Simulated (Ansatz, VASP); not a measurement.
Two plane-wave programs on Al2O3

```xyz
10
Lattice="2.4025 1.3871 4.3721 -2.4025 1.3871 4.3721 0.0000 -2.7742 4.3721" Properties=species:S:1:pos:R:3 pbc="T T T"
Al    0.0000    0.0000    1.9399
Al    0.0000    0.0000    4.6182
Al    0.0000    0.0000    8.4981
Al    0.0000    0.0000   11.1763
O     0.9315    1.3871    7.6511
O    -0.7355    1.5002    5.4651
O     0.7355   -1.5002    7.6511
O    -1.6670    0.1131    7.6511
O     1.6670   -0.1131    5.4651
O    -0.9315   -1.3871    5.4651
```

Alike in both runs: task relaxation of cell and atoms; functional PBE; k mesh 6 × 6 × 6; occupations gaussian, width 0.02 eV; no spin polarisation.

|  | VASP | Ansatz |
| --- | --- | --- |
| version | VASP 6.6.1 | Ansatz 0.2.0 |
| potentials or method | VASP PAW PBE potentials, release 64 (Al, O), cutoff 600 eV | scalar-relativistic, plane waves, PAW |
| valence electrons in the cell | 48 | 48 |

|  | VASP | Ansatz | Ansatz less VASP |
| --- | --- | --- | --- |
| gap on the k mesh at the Fermi level, each at its own relaxed structure (eV) | 5.87 | 5.85 | -0.021 |
| relaxed volume (Å³/atom) | 8.74 | 8.76 | +0.018 |
| relaxed cell length with the largest relative difference (Å) | 5.177 | 5.181 | +0.0040 |
